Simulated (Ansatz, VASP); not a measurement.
# Two plane-wave programs on Cr

File POSCAR:

```
Cr
1.0
    2.9650574707      0.0000000000      0.0000000000
   -1.4825287353      2.5678150933      0.0000000000
    0.0000000000      0.0000000000      4.5874090290
Cr
2
Direct
    0.3333333333      0.6666666667      0.2500000000
    0.6666666667      0.3333333333      0.7500000000
```

INCAR.step1

```
PREC     = Accurate       # precision mode
ENCUT    = 520            # plane-wave cutoff, eV
ISMEAR   = 0              # smearing method
SIGMA    = 0.1            # smearing width, eV
LREAL    = F              # projectors in reciprocal space
LASPH    = T              # aspherical terms in the spheres
NELM     = 150            # most SCF steps
ISPIN    = 2              # spin polarisation
MAGMOM   = 3 3            # initial moments
LMAXMIX  = 4              # l up to which the mixer works
NBANDS   = 23             # bands
GGA      = PE             # functional
ALGO     = Normal         # electronic algorithm
EDIFF    = 1E-4           # SCF threshold, eV
LWAVE    = T              # write WAVECAR
LCHARG   = F              # write CHGCAR
```

The input INCAR.step2:

```
PREC     = Accurate       # precision mode
ENCUT    = 520            # plane-wave cutoff, eV
EDIFF    = 1E-6           # SCF threshold, eV
ISMEAR   = 0              # smearing method
SIGMA    = 0.1            # smearing width, eV
LREAL    = F              # projectors in reciprocal space
LASPH    = T              # aspherical terms in the spheres
NELM     = 150            # most SCF steps
ALGO     = Normal         # electronic algorithm
ISIF     = 2              # what is computed and relaxed
LWAVE    = F              # write WAVECAR
LCHARG   = F              # write CHGCAR
ISPIN    = 2              # spin polarisation
MAGMOM   = 3 3            # initial moments
LORBIT   = 11             # projections on sites
LMAXMIX  = 4              # l up to which the mixer works
METAGGA  = R2SCAN         # meta-GGA
LMIXTAU  = T            
NBANDS   = 23             # bands
ISTART   = 1
```

The input KPOINTS:

```
Automatic mesh
0
Gamma
  6 6 4
```

Input for Ansatz:

```yaml
crystal:
  lattice:
    - [2.9650574707, 0.0, 0.0]
    - [-1.4825287353, 2.5678150933, 0.0]
    - [0.0, 0.0, 4.587409029]
  atoms:
    - { symbol: Cr, position: [0.3333333333, 0.6666666667, 0.25], spin: 3.0 }
    - { symbol: Cr, position: [0.6666666667, 0.3333333333, 0.75], spin: 3.0 }
basis:
  ecutwfc: 500
kpoints:
  mp_grid: { grid: [6, 6, 4] }
hamiltonian:
  xc: r2scan
scf:
  occupations: { method: gaussian, width: 0.1 }
  lower_state_search: "off"
output:
  forces: true
  stress: true
  eigenvalues: true
  populations: true
magnetization:
  spin_polarized: true
```

Alike in both runs: task single point; functional r2SCAN; k mesh 6 × 6 × 4; occupations gaussian, width 0.1 eV; collinear spin.

|  | VASP | Ansatz |
| --- | --- | --- |
| version | VASP 6.6.1 | Ansatz 0.2.0 |
| potentials or method | VASP PAW PBE potentials, release 64 (Cr_pv), cutoff 520 eV | scalar-relativistic, plane waves, PAW |
| valence electrons in the cell | 24 | 28 |

|  | VASP | Ansatz | Ansatz less VASP |
| --- | --- | --- | --- |
| gap on the k mesh at the Fermi level (eV) | none | none | - |
| pressure (GPa) | -2.7 | -2.7 | +0.06 |
| traceless stress, the component that is largest in VASP (GPa) | 5.31 | 5.28 | -0.033 |
| net moment per atom (μB) | 3.80 | 3.80 | +0.004 |
| size of the moment on the site where the two differ most (μB) | 3.48 | 3.52 | +0.047 |

VASP's potentials were made for PBE, not for r2SCAN. Site moments also hang on the region over which each program counts them. A gap of «none» marks a metal or a gap that the smearing closes. VASP's potentials hold 24 valence electrons a cell and Ansatz's 28, so a difference there can come from the potentials and not from the codes. Ansatz's warnings: stability check not made.

The k mesh is coarse, so the values compare programs but aren't converged.
